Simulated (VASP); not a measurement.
Set up this calculation in VASP 6.6.1, as the native input.

* Task: single point
* Functional: PBE
* Potentials or basis: VASP PAW PBE potentials, release 64 (Li_sv, S)
* Cutoff: 750 eV
* k mesh: 8 × 8 × 8
* Occupations: gaussian, width 0.01 eV
* Spin: no spin polarisation
* Dipole correction: no
* Further INCAR settings: ALGO = Normal; EDIFF = 1e-06; NBANDS = 13

The structure of Li2S lies in POSCAR:

```
Li2S
1.0
    0.0000000000      2.8528554660      2.8528554660
    2.8528554660      0.0000000000      2.8528554660
    2.8528554660      2.8528554660      0.0000000000
Li S
2 1
Direct
    0.2500000000      0.2500000000      0.2500000000
    0.7500000000      0.7500000000      0.7500000000
    0.0000000000      0.0000000000      0.0000000000
```

The input as run:

INCAR

```
SYSTEM = Li2S
PREC     = Accurate       ! precision mode
ENCUT    = 750            ! plane-wave cutoff, eV
EDIFF    = 1E-6           ! SCF threshold, eV
ISMEAR   = 0              ! smearing method
SIGMA    = 0.01           ! smearing width, eV
LREAL    = .False.        ! projectors in reciprocal space
LASPH    = .True.         ! aspherical terms in the spheres
NELM     = 120            ! most SCF steps
ALGO     = Normal         ! electronic algorithm
ISIF     = 2              ! what is computed and relaxed
LWAVE    = .False.        ! write WAVECAR
LCHARG   = .True.         ! write CHGCAR
GGA      = PE             ! functional
LELF     = .True.         ! ELF
LVHAR    = .True.       
NBANDS   = 13             ! bands
GGA_COMPAT= .False.
```

KPOINTS

```
regular mesh
0
Gamma
  8 8 8
  0 0 0
```

Potentials or basis: VASP PAW PBE potentials, release 64 (Li_sv, S).

The run is started by

```bash
$ cat potpaw_PBE.64/Li_sv/POTCAR potpaw_PBE.64/S/POTCAR > POTCAR
$ mpirun -np 1 vasp_std > vasp.out
```

Results of the run:

```
Pressure               : -0.1 GPa
Band gap on the k mesh : 3.39 eV (least direct gap 4.25 eV)
```

Wall time 12 s on 1 thread of Intel(R) Xeon(R) 6975P-C (Granite Rapids), on a shared host, peak memory 0.2 GiB.
